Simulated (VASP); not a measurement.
# Mg in VASP: notebook

Runs on Mg. Level: PBE. Tasks: single point.

Program: VASP 6.6.1. These are calculated values, not measurements. Logs are shortened: lines on timing, memory, paths and dates and some standing lists are left out, and cuts for length are marked.

### Step 1. The cell of the first run

Symmetry: I4/mmm, No. 139, tetragonal system. The conventional cell has a = 3.337 Å, b = 3.337 Å, c = 4.652 Å, α = 90.00°, β = 90.00°, γ = 90.00°. Within 4.4 Å of Mg (site symmetry 4/mmm) lie 12 Mg at 3.31 to 3.34 Å.

### Step 2. Single point, PBE (strained)

INCAR

```
PREC = Accurate
ENCUT = 520
EDIFF = 1E-6
ISMEAR = 0
SIGMA = 0.1
LREAL = False
LASPH = True
NELM = 80
ALGO = Normal
ISIF = 2
LWAVE = False
LCHARG = False
GGA = PE
NBANDS = 7
```

KPOINTS

```
regular mesh
0
Gamma
  14 14 14
```

POSCAR

```
Mg
1.0
    0.0000000000      2.3596332010      2.3596332010
    2.3259693610      0.0000000000      2.3596332010
    2.3259693610      2.3596332010      0.0000000000
Mg
1
Direct
    0.0000000000      0.0000000000      0.0000000000
```

Potentials or basis: VASP PAW PBE potentials, release 64 (Mg).

Command:

```console
$ cat potpaw_PBE.64/Mg/POTCAR > POTCAR
$ mpirun -np 1 vasp_std > vasp.out
```

OUTCAR:

```text
PREC = Accurate
   ENCUT = 520
   EDIFF = 1E-6
   ISMEAR = 0
   LREAL = False
   LASPH = True
   NELM = 80
   ISIF = 2
   GGA = PE

 ion  position               nearest neighbor table
   1  0.000  0.000  0.000-

  LATTYP: Found a body centered tetragonal cell.
 ALAT       =     3.3370252751
 C/A-ratio  =     1.3940376049

  Lattice vectors:

 A1 = (  -2.3259693610,   0.0000000000,  -2.3596332010)
 A2 = (  -2.3259693610,   0.0000000000,   2.3596332010)
 A3 = (   2.3259693610,   2.3596332010,   0.0000000000)

Analysis of symmetry for initial positions (statically):
=====================================================================
 Subroutine PRICEL returns:
 Original cell was already a primitive cell.

 Routine SETGRP: Setting up the symmetry group for a
 body centered tetragonal supercell.

 Subroutine GETGRP returns: Found 16 space group operations
 (whereof 16 operations were pure point group operations)
 out of a pool of 16 trial point group operations.

The static configuration has the point symmetry D_4h.

Analysis of symmetry for dynamics (positions and initial velocities):
=====================================================================
 Subroutine PRICEL returns:
 Original cell was already a primitive cell.

 Routine SETGRP: Setting up the symmetry group for a
 body centered tetragonal supercell.

 Subroutine GETGRP returns: Found 16 space group operations
 (whereof 16 operations were pure point group operations)
 out of a pool of 16 trial point group operations.

The dynamic configuration has the point symmetry D_4h.

 Subroutine INISYM returns: Found 16 space group operations
 (whereof 16 operations are pure point group operations),
 and found     1 'primitive' translations

----------------------------------------------------------------------------------------

                                     Primitive cell

  volume of cell :      25.9014

  direct lattice vectors                    reciprocal lattice vectors
     0.000000000  2.359633201  2.359633201    -0.214964139  0.211897341  0.211897341
     2.325969361  0.000000000  2.359633201     0.214964139 -0.211897341  0.211897341
     2.325969361  2.359633201  0.000000000     0.214964139  0.211897341 -0.211897341

  length of vectors
     3.337025275  3.313306854  3.313306854     0.368796077  0.368796077  0.368796077

  position of ions in fractional coordinates (direct lattice)
     0.000000000  0.000000000  0.000000000

  ion indices of the primitive-cell ions
   primitive index   ion index
                 1           1

----------------------------------------------------------------------------------------

 KPOINTS: regular mesh

Automatic generation of k-mesh.
 Grid dimensions read from file:
 generate k-points for:   14   14   14

 Generating k-lattice:

  Cartesian coordinates                     Fractional coordinates (reciprocal lattice)
    -0.015354581  0.015135524  0.015135524     0.071428571  0.000000000  0.000000000
     0.015354581 -0.015135524  0.015135524     0.000000000  0.071428571 -0.000000000
     0.015354581  0.015135524 -0.015135524     0.000000000 -0.000000000  0.071428571

  Length of vectors
     0.026342577  0.026342577  0.026342577

  Shift w.r.t. Gamma in fractional coordinates (k-lattice)
     0.000000000  0.000000000  0.000000000

 Subroutine IBZKPT returns following result:
 ===========================================

 Found    244 irreducible k-points:

 Following reciprocal coordinates:
            Coordinates               Weight
  0.000000  0.000000  0.000000      1.000000
  0.071429  0.000000  0.000000      8.000000
  0.142857  0.000000  0.000000      8.000000
  0.214286  0.000000  0.000000      8.000000
  0.285714  0.000000  0.000000      8.000000
  0.357143  0.000000  0.000000      8.000000
[... 16 lines left out ...]
  0.214286  0.142857 -0.000000     16.000000
  0.285714  0.142857  0.000000     16.000000
 [... further k-points ...]
   k-points           NKPTS =    244   k-points in BZ     NKDIM =    244   number of bands    NBANDS=      7
   number of dos      NEDOS =    301   number of ions     NIONS =      1
   total plane-waves  NPLWV =  21952
   dimension x,y,z NGX =    28 NGY =   28 NGZ =   28
   dimension x,y,z NGXF=    56 NGYF=   56 NGZF=   56
   ions per type =               1
   NGX,Y,Z   is equivalent  to a cutoff of  13.95, 14.05, 14.05 a.u.
   NGXF,Y,Z  is equivalent  to a cutoff of  27.90, 28.10, 28.10 a.u.
 SYSTEM =  unknown system
   PREC   = accura    normal or accurate (medium, high low for compatibility)
   ISTART =      0    job   : 0-new  1-cont  2-samecut
   ICHARG =      2    charge: 1-file 2-atom 10-const
   ISPIN  =      1    spin polarized calculation?
   LNONCOLLINEAR =      F non collinear calculations
   LSORBIT =      F    spin-orbit coupling
   LASPH  =      T    aspherical Exc in radial PAW
   ENCUT  =  520.0 eV  38.22 Ry    6.18 a.u.   6.20  6.16  6.16*2*pi/ulx,y,z
   NELM   =     80;   NELMIN=  2; NELMDL= -5     # of ELM steps
   EDIFF  = 0.1E-05   stopping-criterion for ELM
   LREAL  =      F    real-space projection
   EDIFFG = 0.1E-04   stopping-criterion for IOM
   NSW    =      0    number of steps for IOM
   IBRION =     -1    ionic relax: 0-MD 1-quasi-New 2-CG
   NFREE  =      0    steps in history (QN), initial steepest desc. (CG)
   ISIF   =      2    stress and relaxation
   ISYM   =      2    0-nonsym 1-usesym 2-fastsym
   POTIM  = 0.5000    time-step for ionic-motion
   TEBEG  =    0.0;   TEEND  =   0.0 temperature during run
   PSTRESS=    0.0 pullay stress
   NELECT =       2.0000    total number of electrons
   NUPDOWN=      -1.0000    fix difference up-down
   EMIN   =  10.00;   EMAX   =-10.00  energy-range for DOS
   EFERMI =   0.00;   METHOD = LEGACY
   ISMEAR =     0;   SIGMA  =   0.10  broadening in eV -4-tet -1-fermi 0-gaus
   EFERMI_NEDOS =   21; number of points for ismear=-14 and -15
   IALGO  =     38    algorithm
   IMIX   =      4    mixing-type and parameters
     AMIX     =   0.40;   BMIX     =  1.00
     AMIX_MAG =   1.60;   BMIX_MAG =  1.00
  volume/ion in A,a.u.               =      25.90       174.79
  Fermi-wavevector in a.u.,A,eV,Ry     =   0.697125  1.317375  6.612199  0.485983
  Thomas-Fermi vector in A             =   1.780365
   LORBIT       =      0    0 simple, 1 ext, 2 COOP (PROOUT), +10 PAW based schemes
   GGA     = PE    functional components
   LHFCALC =     F    Hartree Fock is set to
   AEXX    =    0.0000 exact exchange contribution
   IVDW    =     0    specifies the selected vdW correction
   LEPSILON=     F    determine dielectric tensor
   LRPA    =     F    only Hartree local field effects (RPA)
 non-spin polarized calculation
 Gauss-broadening in eV      SIGMA  =   0.10
  energy-cutoff  :      520.00
  volume of cell :       25.90
 maximum number of plane-waves:       716
 NGX is ok and might be reduce to    28
   NGX = 13   NGY = 13   NGZ = 13

 number of electron       2.0000000 magnetization

 Free energy of the ion-electron system (eV)
  ---------------------------------------------------
  ext. energy  EPLUGINS =         0.00000000
  ---------------------------------------------------
  free energy    TOTEN  =        -1.46705396 eV

  energy without entropy =       -1.46570961  energy(sigma->0) =       -1.46638179

 E-fermi :   2.0191     XC(G=0):  -8.1258

 val. band max:        1.9786105136   @ k =   0.5000   0.1429   0.0000
 cond. band min:       2.0536773092   @ k =  -0.4286   0.4286   0.0000
 fundamental gap:      0.0750667956
 Fermi energy:         2.0190921809

 k-point     1 :       0.0000    0.0000    0.0000
  band No.  band energies     occupation
      1      -4.3941      2.00000
      2      13.6266      0.00000
      3      13.6266      0.00000
      4      13.7231      0.00000
      5      14.9605      0.00000
      6      14.9931      0.00000
      7      14.9931      0.00000

 k-point     2 :       0.0714    0.0000    0.0000
  band No.  band energies     occupation
      1      -4.2894      2.00000
      2      11.9998      0.00000
      3      13.3038      0.00000
      4      13.3785      0.00000
      5      15.1870      0.00000
      6      15.4606      0.00000
      7      15.4904      0.00000

 k-point     3 :       0.1429    0.0000    0.0000
  band No.  band energies     occupation
      1      -3.9761      2.00000
      2       9.7857      0.00000
      3      12.8241      0.00000
      4      12.9229      0.00000
      5      14.9412      0.00000
      6      16.4041      0.00000
      7      16.4052      0.00000

 k-point     4 :       0.2143    0.0000    0.0000
  band No.  band energies     occupation
      1      -3.4559      2.00000
      2       7.6457      0.00000
      3      12.4580      0.00000
      4      12.5853      0.00000
      5      14.6754      0.00000
      6      15.7215      0.00000
      7      16.0684      0.00000

 k-point     5 :       0.2857    0.0000    0.0000
  band No.  band energies     occupation
      1      -2.7318      2.00000
      2       5.6426      0.00000
      3      12.2505      0.00000
      4      12.4072      0.00000
      5      14.5134      0.00000
      6      14.7163      0.00000
      7      15.0481      0.00000
[... 161 lines left out ...]
 k-point    22 :       0.1429    0.1429    0.0000
  band No.  band energies     occupation
      1      -3.8425      2.00000
      2      11.2835      0.00000
      3      11.3513      0.00000
      4      11.4190      0.00000
      5      13.6315      0.00000
      6      14.3242      0.00000
      7      18.1218      0.00000

 k-point    23 :       0.2143    0.1429   -0.0000
  band No.  band energies     occupation
      1      -3.4639      2.00000
      2       9.3276      0.00000
      3      10.8874      0.00000
      4      11.6328      0.00000
      5      12.9016      0.00000
      6      13.9029      0.00000
      7      18.3373      0.00000

 k-point    24 :       0.2857    0.1429    0.0000
  band No.  band energies     occupation
      1      -2.8799      2.00000
      2       7.2891      0.00000
      3      10.5675      0.00000
      4      11.3756      0.00000
      5      11.9137      0.00000
      6      14.9444      0.00000
      7      18.1086      0.00000

 [... further k-points ...]
[... 5 lines left out ...]
  --------------------------------------------------------------------------------------
  -------------------------------------------------------------------------------------
  Total       -0.4666658     -0.5554228     -0.5554228     -0.0000000      0.0000000      0.0000000
  in kB      -28.8664626    -34.3566862    -34.3566862     -0.0000000      0.0000000      0.0000000
  external PRESSURE =     -32.5266117 kB  Pullay stress =       0.0000000 kB

 VOLUME and BASIS-vectors are now :
 -----------------------------------------------------------------------------
  energy-cutoff  :      520.00
  volume of cell :       25.90
      direct lattice vectors                 reciprocal lattice vectors
     0.000000000  2.359633201  2.359633201    -0.214964139  0.211897341  0.211897341
     2.325969361  0.000000000  2.359633201     0.214964139 -0.211897341  0.211897341
     2.325969361  2.359633201  0.000000000     0.214964139  0.211897341 -0.211897341

 POSITION                                       TOTAL-FORCE (eV/Angst)
 -----------------------------------------------------------------------------------
      0.00000      0.00000      0.00000         0.000000      0.000000      0.000000
 -----------------------------------------------------------------------------------
    total drift:                               -0.000000      0.000000      0.000000

  FREE ENERGIE OF THE ION-ELECTRON SYSTEM (eV)
  ---------------------------------------------------
  free  energy   TOTEN  =        -1.4670539579 eV

  energy  without entropy=       -1.4657096126  energy(sigma->0) =       -1.46638179
```

It took 26 s on 1 thread of AMD EPYC 9R45 (Zen 5), shared host; peak memory 0.16 GiB.

Results:

| Property | Result |
| --- | --- |
| Free energy | -1.4671 eV |
| Pressure | -3.3 GPa |
| Band gap on the k mesh | zero (bands 1 and 2 overlap by 2.37 eV) |

Caveat: the cell differs from its parent crystal (strained); the cell stands under tension.

### Step 3. Single point, PBE (strained)

INCAR

```
SYSTEM = Mg
PREC     = Accurate       ! precision mode
ENCUT    = 520            ! plane-wave cutoff, eV
EDIFF    = 1E-6           ! SCF threshold, eV
ISMEAR   = 0              ! smearing method
SIGMA    = 0.1            ! smearing width, eV
LREAL    = .False.        ! projectors in reciprocal space
LASPH    = .True.         ! aspherical terms in the spheres
NELM     = 60             ! most SCF steps
ALGO     = Normal         ! electronic algorithm
ISIF     = 2              ! what is computed and relaxed
LWAVE    = .False.        ! write WAVECAR
LCHARG   = .False.        ! write CHGCAR
GGA      = PE             ! functional
NBANDS   = 7              ! bands
```

KPOINTS

```
regular mesh
0
Gamma
  14 14 14
  0 0 0
```

POSCAR

```
Mg
1.0
   -0.0448851200      2.3277423232      2.3311087072
    2.3277423232     -0.0448851200      2.3311087072
    2.2828572032      2.2828572032      0.0000000000
Mg
1
Direct
    0.0000000000      0.0000000000      0.0000000000
```

Potentials or basis: VASP PAW PBE potentials, release 64 (Mg).

Command:

```console
$ cat potpaw_PBE.64/Mg/POTCAR > POTCAR
$ mpirun -np 1 vasp_std > vasp.out
```

OUTCAR:

```text
SYSTEM = Mg
   PREC = Accurate
   ENCUT = 520
   EDIFF = 1E-6
   ISMEAR = 0
   LREAL = .False.
   LASPH = .True.
   NELM = 60
   ISIF = 2
   GGA = PE

 ion  position               nearest neighbor table
   1  0.000  0.000  0.000-

  LATTYP: Found a body centered orthorhombic cell.
 ALAT       =     3.2284476177
 B/A-ratio  =     1.0393236335
 C/A-ratio  =     1.4441050209

  Lattice vectors:

 A1 = (   0.0448851200,  -2.3277423232,  -2.3311087072)
 A2 = (  -0.0448851200,   2.3277423232,  -2.3311087072)
 A3 = (   2.3277423232,  -0.0448851200,   2.3311087072)

Analysis of symmetry for initial positions (statically):
=====================================================================
 Subroutine PRICEL returns:
 Original cell was already a primitive cell.

 Routine SETGRP: Setting up the symmetry group for a
 body centered orthorhombic supercell.

 Subroutine GETGRP returns: Found  8 space group operations
 (whereof  8 operations were pure point group operations)
 out of a pool of  8 trial point group operations.

The static configuration has the point symmetry D_2h.

[... 158 lines left out ...]

 E-fermi :   2.1399     XC(G=0):  -8.2010

 val. band max:        2.1310832819   @ k =  -0.3571   0.5000   0.3571
 cond. band min:       2.1511840445   @ k =  -0.4286   0.2143   0.1429
 fundamental gap:      0.0201007626
 Fermi energy:         2.1398702000

 k-point     1 :       0.0000    0.0000    0.0000
  band No.  band energies     occupation
      1      -4.3765      2.00000
      2      13.4626      0.00000
      3      13.8886      0.00000
      4      14.4183      0.00000
      5      14.8497      0.00000
      6      15.1135      0.00000
      7      15.9137      0.00000
[... 221 lines left out ...]
 k-point    24 :       0.2857    0.1429    0.0000
  band No.  band energies     occupation
      1      -2.8393      2.00000
      2       7.1338      0.00000
      3      11.3244      0.00000
      4      11.7559      0.00000
      5      12.4280      0.00000
      6      14.7980      0.00000
      7      18.3557      0.00000

 [... further k-points ...]

------------------------ aborting loop because EDIFF is reached ----------------------------------------

  FORCE on cell =-STRESS in cart. coord.  units (eV):
  Direction    XX          YY          ZZ          XY          YZ          ZX
  --------------------------------------------------------------------------------------
  -------------------------------------------------------------------------------------
  Total       -0.4040808     -0.4040808     -0.4359852      0.1801791      0.0000000      0.0000000
  in kB      -25.6376380    -25.6376380    -27.6618657     11.4317857      0.0000000      0.0000000
  external PRESSURE =     -26.3123805 kB  Pullay stress =       0.0000000 kB

 VOLUME and BASIS-vectors are now :
 -----------------------------------------------------------------------------
  energy-cutoff  :      520.00
  volume of cell :       25.25
      direct lattice vectors                 reciprocal lattice vectors
    -0.044885120  2.327742323  2.331108707    -0.210736836  0.210736836  0.214490212
     2.327742323 -0.044885120  2.331108707     0.210736836 -0.210736836  0.214490212
     2.282857203  2.282857203  0.000000000     0.219023774  0.219023774 -0.214490212

 POSITION                                       TOTAL-FORCE (eV/Angst)
 -----------------------------------------------------------------------------------
      0.00000      0.00000      0.00000         0.000000      0.000000      0.000000
 -----------------------------------------------------------------------------------
    total drift:                               -0.000000      0.000000      0.000000

  FREE ENERGIE OF THE ION-ELECTRON SYSTEM (eV)
  ---------------------------------------------------
  free  energy   TOTEN  =        -1.4755757662 eV

  energy  without entropy=       -1.4734899103  energy(sigma->0) =       -1.47453284
```

Run time: 38 s. Hardware: 1 thread of AMD EPYC 9R45 (Zen 5), shared host; peak memory 0.18 GiB.

Results:

```
Free energy            : -1.4756 eV
Pressure               : -2.6 GPa
Band gap on the k mesh : zero (bands 1 and 2 overlap by 2.44 eV)
```

Levels at points of the mesh, in eV from the Fermi level:
```tsv
k point	band 1	band 2	band 3	band 4	band 5	band 6
(0.00, 0.00, 0.00)	-6.52	11.32	11.75	12.28	12.71	12.97
(0.50, 0.00, 0.00)	-1.63	-1.46	10.69	11.21	11.22	11.58
(0.50, 0.50, 0.00)	-0.19	0.72	5.87	5.97	7.03	9.04
(0.00, 0.00, 0.50)	-1.45	-1.11	10.38	10.83	10.83	11.02
(0.50, 0.00, 0.50)	-0.17	0.75	5.92	6.47	6.47	8.94
```

Caveat: the cell differs from its parent crystal (strained).

### Step 4. Single point, PBE (strained)

INCAR

```
SYSTEM = Mg
PREC = Accurate
ENCUT = 520
EDIFF = 1E-7
ISMEAR = 0
SIGMA = 0.1
LREAL = .FALSE.
LASPH = .TRUE.
NELM = 60
ALGO = Normal
ISIF = 2
LWAVE = .FALSE.
LCHARG = .TRUE.
GGA = PE
LELF = .TRUE.
LVHAR = .TRUE.
NBANDS = 7
```

KPOINTS

```
regular mesh
0
G
  14 14 14
  0 0 0
```

POSCAR

```
Mg
1.0
   -0.0515281178      2.1963860195      2.1463839958
    2.1963860195     -0.0515281178      2.1463839958
    2.2346281418      2.2346281418     -0.0897702400
Mg
1
Direct
    0.0000000000      0.0000000000      0.0000000000
```

Command:

```console
$ cat potpaw_PBE.64/Mg/POTCAR > POTCAR
$ mpirun -np 1 vasp_std > vasp.out
```

It took 52 s on 1 thread of AMD EPYC 9R45 (Zen 5), shared host; peak memory 0.21 GiB.

Results (log left out):

```yaml
Free_energy: -1.4831 eV
Pressure: 2.0 GPa
Band_gap_on_the_k_mesh: zero (bands 1 and 2 overlap by 2.79 eV)
```

Stress tensor (GPa, compression positive):
```
1.87 0.17 1.34
0.17 1.87 1.34
1.34 1.34 2.23
```

Levels at points of the mesh, in eV from the Fermi level:
| k point | band 1 | band 2 | band 3 | band 4 | band 5 | band 6 |
| --- | --- | --- | --- | --- | --- | --- |
| (0.00, 0.00, 0.00) | -7.10 | 11.92 | 12.49 | 13.48 | 13.72 | 14.73 |
| (0.50, 0.00, 0.00) | -1.79 | -1.30 | 11.02 | 12.03 | 12.08 | 12.96 |
| (0.50, 0.50, 0.00) | -0.02 | 1.07 | 6.02 | 6.85 | 7.07 | 10.01 |
| (0.00, 0.00, 0.50) | -1.96 | -1.63 | 11.35 | 12.39 | 12.63 | 13.07 |
| (0.50, 0.00, 0.50) | -0.33 | 0.72 | 6.20 | 6.69 | 7.95 | 10.39 |
| (0.50, 0.50, 0.50) | -1.53 | -0.86 | 11.06 | 11.09 | 11.82 | 12.05 |

Caveat: the cell differs from its parent crystal (strained).

### Step 5. Summary

```csv
cell,gap on the mesh (eV),pressure (GPa)
"a = 3.337, b = 3.313, c = 3.313 Å, angles 60.5, 59.8, 59.8°, 1 atom",none,-3.3
"a = 3.295, b = 3.295, c = 3.228 Å, angles 60.7, 60.7, 61.2°, 1 atom",none,-2.6
"a = 3.071, b = 3.071, c = 3.162 Å, angles 61.7, 61.7, 62.3°, 1 atom",none,2.0
```

Alike in all rows: task single point; level PBE; potentials or basis VASP PAW PBE potentials, release 64 (Mg); no spin polarisation; k mesh 14 × 14 × 14; cutoff (eV) 520; smearing gaussian 0.1 eV.

Caveats: the cell stands under tension (at least some runs).

Total energies depend on the potentials used, so only differences within one code and one set of settings carry meaning.

The gap in the log of VASP goes by the Fermi energy; the results here count the filled bands.